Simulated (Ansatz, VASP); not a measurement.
# One calculation of ScAlN2, two programs

```
Sc Al N
1.0
     3.01313    0.00000    0.00000
    -1.50656    2.60944    0.00000
     0.00000    0.00000    5.21279
Sc Al N
1 1 2
Direct
  0.00000 0.00000 0.50000
  0.00000 0.00000 0.00000
  0.33333 0.66667 0.77045
  0.66667 0.33333 0.22955
```

Change from the starting cell: species swapped into the LiVS2 type (P-3m1, No. 164).

Alike in both runs: functional PBE; k mesh 5 × 5 × 3; occupations gaussian, width 0.15 eV; no spin polarisation.

Ansatz relaxed the structure, and its values are those at the end. VASP's run is a single point on that final structure, the one shown.

|  | VASP | Ansatz |
| --- | --- | --- |
| version | VASP 6.6.1 | Ansatz 0.2.0 |
| potentials or method | VASP PAW PBE potentials, release 64 (Sc_sv, Al, N), cutoff 600 eV | scalar-relativistic, plane waves, PAW |
| valence electrons in the cell | 24 | 24 |

```tsv
	VASP	Ansatz	Ansatz less VASP
gap on the k mesh at the Fermi level (eV)	1.03	1.04	+0.015
least direct gap on the mesh (eV)	1.77	1.78	+0.008
pressure (GPa)	0.1	-0.3	-0.41
rms of the force components (eV/Å)	0.028	0.000	-0.0278
```

The k mesh is coarse, so the values compare programs but aren't converged.
